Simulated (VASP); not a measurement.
# Al2Pt (I4/mmm) in VASP: notebook

Al2Pt is run at these levels: PBEsol; tasks: single point.

All numbers are computed with VASP 6.6.1; they aren't measurements. Logs are shortened: lines on timing, memory, paths and dates and some standing lists are left out, and cuts for length are marked.

## Step 1: The cell of the first run

Symmetry: I4/mmm, No. 139, tetragonal system. The conventional cell has a = 4.138 Å, b = 4.138 Å, c = 6.073 Å, α = 90.00°, β = 90.00°, γ = 90.00°. Within 3.4 Å of Al (site symmetry -4m2) lie 4 Pt at 2.57 Å and 6 Al at 2.93 to 3.04 Å. Pt (site symmetry 4/mmm) has 8 Al at 2.57 Å within 3.4 Å.

## Step 2: Single point, PBEsol (uniaxial strain along c: +3.0 %)

File INCAR:

```
PREC     = Accurate       # precision mode
ENCUT    = 520            # plane-wave cutoff, eV
EDIFF    = 1E-6           # SCF threshold, eV
ISMEAR   = 0              # smearing method
SIGMA    = 0.1            # smearing width, eV
LREAL    = False          # projectors in reciprocal space
LASPH    = True           # aspherical terms in the spheres
NELM     = 80             # most SCF steps
ALGO     = Fast           # electronic algorithm
ISIF     = 2              # what is computed and relaxed
LWAVE    = False          # write WAVECAR
LCHARG   = False          # write CHGCAR
GGA      = PS             # functional
NBANDS   = 25             # bands
```

File KPOINTS:

```
regular mesh
0
Gamma
  8 8 6
```

File POSCAR:

```
Al2Pt
1.0
    2.9261453648      2.9261453648      0.0000000000
   -2.9261453648      2.9261453648      0.0000000000
    0.0000000000      0.0000000000      6.0734100268
Al Pt
4 2
Direct
    0.0000000000      0.5000000000      0.7500000000
    0.5000000000      0.0000000000      0.7500000000
    0.5000000000      0.0000000000      0.2500000000
    0.0000000000      0.5000000000      0.2500000000
    0.0000000000      0.0000000000      0.0000000000
    0.5000000000      0.5000000000      0.5000000000
```

Potentials or basis: VASP PAW PBE potentials, release 64 (Al, Pt).

The run is started by

```console
$ cat potpaw_PBE.64/Al/POTCAR potpaw_PBE.64/Pt/POTCAR > POTCAR
$ mpirun -np 1 vasp_std > vasp.out
```

OUTCAR:

```text
PREC = Accurate
   ENCUT = 520
   EDIFF = 1E-6
   ISMEAR = 0
   LREAL = False
   LASPH = True
   NELM = 80
   ISIF = 2
   GGA = PS

 ion  position               nearest neighbor table
   1  0.000  0.500  0.750-   5 2.57   6 2.57   5 2.57   6 2.57   2 2.93   2 2.93   2 2.93   2 2.93
                             4 3.04   4 3.04
   2  0.500  0.000  0.750-   5 2.57   6 2.57   6 2.57   5 2.57   1 2.93   1 2.93   1 2.93   1 2.93
                             3 3.04   3 3.04
   3  0.500  0.000  0.250-   5 2.57   6 2.57   6 2.57   5 2.57   4 2.93   4 2.93   4 2.93   4 2.93
                             2 3.04   2 3.04
   4  0.000  0.500  0.250-   5 2.57   6 2.57   5 2.57   6 2.57   3 2.93   3 2.93   3 2.93   3 2.93
                             1 3.04   1 3.04
   5  0.000  0.000  0.000-   1 2.57   2 2.57   3 2.57   4 2.57   1 2.57   4 2.57   2 2.57   3 2.57

   6  0.500  0.500  0.500-   1 2.57   2 2.57   3 2.57   4 2.57   2 2.57   3 2.57   1 2.57   4 2.57

  LATTYP: Found a simple tetragonal cell.
 ALAT       =     4.1381944604
 C/A-ratio  =     1.4676473242

  Lattice vectors:

 A1 = (   2.9261453648,   2.9261453648,   0.0000000000)
 A2 = (  -2.9261453648,   2.9261453648,   0.0000000000)
 A3 = (   0.0000000000,   0.0000000000,   6.0734100268)

Analysis of symmetry for initial positions (statically):
=====================================================================
 Subroutine PRICEL returns following result:

  LATTYP: Found a body centered tetragonal cell.
 ALAT       =     4.1381944604
 C/A-ratio  =     1.4676473242

  Lattice vectors:

 A1 = (   2.9261453648,   0.0000000000,  -3.0367050134)
 A2 = (  -2.9261453648,   0.0000000000,  -3.0367050134)
 A3 = (   0.0000000000,   2.9261453648,   3.0367050134)

   2 primitive cells build up your supercell.

 Routine SETGRP: Setting up the symmetry group for a
 simple tetragonal supercell.

 Subroutine GETGRP returns: Found 16 space group operations
 (whereof 16 operations were pure point group operations)
 out of a pool of 16 trial point group operations.

The static configuration has the point symmetry D_4h.

Analysis of symmetry for dynamics (positions and initial velocities):
=====================================================================
 Subroutine PRICEL returns following result:

  LATTYP: Found a body centered tetragonal cell.
 ALAT       =     4.1381944604
 C/A-ratio  =     1.4676473242

  Lattice vectors:

 A1 = (   2.9261453648,   0.0000000000,  -3.0367050134)
 A2 = (  -2.9261453648,   0.0000000000,  -3.0367050134)
 A3 = (   0.0000000000,   2.9261453648,   3.0367050134)

   2 primitive cells build up your supercell.

 Routine SETGRP: Setting up the symmetry group for a
 simple tetragonal supercell.

 Subroutine GETGRP returns: Found 16 space group operations
 (whereof 16 operations were pure point group operations)
 out of a pool of 16 trial point group operations.

The dynamic configuration has the point symmetry D_4h.

 Subroutine INISYM returns: Found 16 space group operations
 (whereof 16 operations are pure point group operations),
 and found     2 'primitive' translations

----------------------------------------------------------------------------------------

                                     Primitive cell

  volume of cell :      52.0025

  direct lattice vectors                    reciprocal lattice vectors
     2.926145365  0.000000000 -3.036705013     0.170873261  0.170873261 -0.164652147
    -2.926145365  0.000000000 -3.036705013    -0.170873261  0.170873261 -0.164652147
     0.000000000  2.926145365  3.036705013     0.000000000  0.341746522  0.000000000

  length of vectors
     4.217096636  4.217096636  4.217096636     0.292413529  0.292413529  0.341746522

  position of ions in fractional coordinates (direct lattice)
     0.250000000  0.750000000  0.500000000
     0.750000000  0.250000000  0.500000000
     0.000000000  0.000000000  0.000000000

  ion indices of the primitive-cell ions
   primitive index   ion index
                 1           1
                 2           4
                 3           5

----------------------------------------------------------------------------------------

 KPOINTS: regular mesh

Automatic generation of k-mesh.
 Grid dimensions read from file:
 generate k-points for:    8    8    6

 Generating k-lattice:

  Cartesian coordinates                     Fractional coordinates (reciprocal lattice)
     0.021359158  0.021359158  0.000000000     0.125000000  0.000000000  0.000000000
    -0.021359158  0.021359158  0.000000000     0.000000000  0.125000000  0.000000000
     0.000000000  0.000000000  0.027442024     0.000000000  0.000000000  0.166666667

  Length of vectors
     0.030206410  0.030206410  0.027442024

  Shift w.r.t. Gamma in fractional coordinates (k-lattice)
     0.000000000  0.000000000  0.000000000

 Subroutine IBZKPT returns following result:
 ===========================================

 Found     60 irreducible k-points:

 Following reciprocal coordinates:
            Coordinates               Weight
  0.000000  0.000000  0.000000      1.000000
  0.125000  0.000000  0.000000      4.000000
  0.250000  0.000000  0.000000      4.000000
  0.375000  0.000000  0.000000      4.000000
  0.500000  0.000000  0.000000      2.000000
  0.125000  0.125000  0.000000      4.000000
[... 16 lines left out ...]
  0.375000  0.125000  0.166667     16.000000
  0.500000  0.125000  0.166667      8.000000
 [... further k-points ...]
   k-points           NKPTS =     60   k-points in BZ     NKDIM =     60   number of bands    NBANDS=     25
   number of dos      NEDOS =    301   number of ions     NIONS =      6
   total plane-waves  NPLWV =  49152
   dimension x,y,z NGX =    32 NGY =   32 NGZ =   48
   dimension x,y,z NGXF=    64 NGYF=   64 NGZF=   96
   ions per type =               4   2
   NGX,Y,Z   is equivalent  to a cutoff of  12.86, 12.86, 13.14 a.u.
   NGXF,Y,Z  is equivalent  to a cutoff of  25.71, 25.71, 26.28 a.u.
 SYSTEM =  unknown system
   PREC   = accura    normal or accurate (medium, high low for compatibility)
   ISTART =      0    job   : 0-new  1-cont  2-samecut
   ICHARG =      2    charge: 1-file 2-atom 10-const
   ISPIN  =      1    spin polarized calculation?
   LNONCOLLINEAR =      F non collinear calculations
   LSORBIT =      F    spin-orbit coupling
   LASPH  =      T    aspherical Exc in radial PAW
   ENCUT  =  520.0 eV  38.22 Ry    6.18 a.u.   7.69  7.69 11.29*2*pi/ulx,y,z
   NELM   =     80;   NELMIN=  2; NELMDL= -5     # of ELM steps
   EDIFF  = 0.1E-05   stopping-criterion for ELM
   LREAL  =      F    real-space projection
   EDIFFG = 0.1E-04   stopping-criterion for IOM
   NSW    =      0    number of steps for IOM
   IBRION =     -1    ionic relax: 0-MD 1-quasi-New 2-CG
   NFREE  =      0    steps in history (QN), initial steepest desc. (CG)
   ISIF   =      2    stress and relaxation
   ISYM   =      2    0-nonsym 1-usesym 2-fastsym
   POTIM  = 0.5000    time-step for ionic-motion
   TEBEG  =    0.0;   TEEND  =   0.0 temperature during run
   PSTRESS=    0.0 pullay stress
   NELECT =      32.0000    total number of electrons
   NUPDOWN=      -1.0000    fix difference up-down
   EMIN   =  10.00;   EMAX   =-10.00  energy-range for DOS
   EFERMI =   0.00;   METHOD = LEGACY
   ISMEAR =     0;   SIGMA  =   0.10  broadening in eV -4-tet -1-fermi 0-gaus
   EFERMI_NEDOS =   21; number of points for ismear=-14 and -15
   IALGO  =     68    algorithm
   IMIX   =      4    mixing-type and parameters
     AMIX     =   0.40;   BMIX     =  1.00
     AMIX_MAG =   1.60;   BMIX_MAG =  1.00
  volume/ion in A,a.u.               =      17.33       116.98
  Fermi-wavevector in a.u.,A,eV,Ry     =   1.105198  2.088521 16.619003  1.221462
  Thomas-Fermi vector in A             =   2.241682
   LORBIT       =      0    0 simple, 1 ext, 2 COOP (PROOUT), +10 PAW based schemes
   GGA     = PS    functional components
   LHFCALC =     F    Hartree Fock is set to
   AEXX    =    0.0000 exact exchange contribution
   IVDW    =     0    specifies the selected vdW correction
   LEPSILON=     F    determine dielectric tensor
   LRPA    =     F    only Hartree local field effects (RPA)
 non-spin polarized calculation
 RMM-DIIS sequential band-by-band and
 Gauss-broadening in eV      SIGMA  =   0.10
  energy-cutoff  :      520.00
  volume of cell :      104.01
 maximum number of plane-waves:      2826
 NGX is ok and might be reduce to    32
   NGX = 15   NGY = 15   NGZ = 23

 number of electron      31.9999997 magnetization

 Free energy of the ion-electron system (eV)
  ---------------------------------------------------
  ext. energy  EPLUGINS =         0.00000000
  ---------------------------------------------------
  free energy    TOTEN  =       -35.50497720 eV

  energy without entropy =      -35.49211002  energy(sigma->0) =      -35.49854361

 E-fermi :   7.7145     XC(G=0): -10.7793

 val. band max:        7.7055150913   @ k =   0.1250   0.1250   0.3333
 cond. band min:       7.7252179715   @ k =   0.3750   0.1250   0.1667
 fundamental gap:      0.0197028802
 Fermi energy:         7.7145043041

 k-point     1 :       0.0000    0.0000    0.0000
  band No.  band energies     occupation
      1      -2.4844      2.00000
      2       1.4293      2.00000
      3       1.6170      2.00000
      4       1.7948      2.00000
      5       2.6729      2.00000
      6       2.6729      2.00000
[... 17 lines left out ...]
     24      13.2825      0.00000
     25      13.4474      0.00000

 k-point     2 :       0.1250    0.0000    0.0000
  band No.  band energies     occupation
      1      -2.3386      2.00000
      2       1.5313      2.00000
      3       1.6042      2.00000
      4       1.8204      2.00000
      5       2.5764      2.00000
      6       2.7210      2.00000
[... 17 lines left out ...]
     24      13.7732      0.00000
     25      14.0380      0.00000
[... 586 lines left out ...]
     24      13.9786      0.00000
     25      14.1967      0.00000

 k-point    24 :       0.5000    0.1250    0.1667
  band No.  band energies     occupation
      1      -0.1474      2.00000
      2      -0.1474      2.00000
      3       1.7452      2.00000
      4       1.7452      2.00000
      5       2.9301      2.00000
      6       2.9301      2.00000
[... 17 lines left out ...]
     24      14.0335      0.00000
     25      14.5656      0.00000

 [... further k-points ...]

------------------------ aborting loop because EDIFF is reached ----------------------------------------

  FORCE on cell =-STRESS in cart. coord.  units (eV):
  Direction    XX          YY          ZZ          XY          YZ          ZX
  --------------------------------------------------------------------------------------
  -------------------------------------------------------------------------------------
  Total       -0.7579261     -0.7579261     -2.3101665      0.0000000      0.0000000     -0.0000000
  in kB      -11.6757031    -11.6757031    -35.5876634      0.0000000      0.0000000     -0.0000000
  external PRESSURE =     -19.6463565 kB  Pullay stress =       0.0000000 kB

 VOLUME and BASIS-vectors are now :
 -----------------------------------------------------------------------------
  energy-cutoff  :      520.00
  volume of cell :      104.01
      direct lattice vectors                 reciprocal lattice vectors
     2.926145365  2.926145365  0.000000000     0.170873261  0.170873261  0.000000000
    -2.926145365  2.926145365  0.000000000    -0.170873261  0.170873261  0.000000000
     0.000000000  0.000000000  6.073410027     0.000000000  0.000000000  0.164652147

 POSITION                                       TOTAL-FORCE (eV/Angst)
 -----------------------------------------------------------------------------------
     -1.46307      1.46307      4.55506        -0.000000      0.000000     -0.000000
      1.46307      1.46307      4.55506        -0.000000      0.000000      0.000000
      1.46307      1.46307      1.51835        -0.000000      0.000000     -0.000000
     -1.46307      1.46307      1.51835        -0.000000     -0.000000      0.000000
      0.00000      0.00000      0.00000         0.000000      0.000000     -0.000000
      0.00000      2.92615      3.03671         0.000000     -0.000000      0.000000
 -----------------------------------------------------------------------------------
    total drift:                               -0.000000      0.000000     -0.000000

  FREE ENERGIE OF THE ION-ELECTRON SYSTEM (eV)
  ---------------------------------------------------
  free  energy   TOTEN  =       -35.5049771996 eV

  energy  without entropy=      -35.4921100204  energy(sigma->0) =      -35.49854361
```

Wall time 3.1 min (1 thread of AMD EPYC 7R13, shared host); peak memory 0.27 GiB.

Results:

```yaml
Free_energy: -35.5050 eV
Pressure: -2.0 GPa
Band_gap_on_the_k_mesh: zero (bands 16 and 17 overlap by 4.48 eV)
```

Caveat: the cell differs from its parent crystal (uniaxial strain along c: +3.0 %); the PAW data sets were made with another functional, which shifts forces and pressure a little; spin-orbit coupling is left out, which moves the levels of the heavy elements.

[end of part 1 of 2]
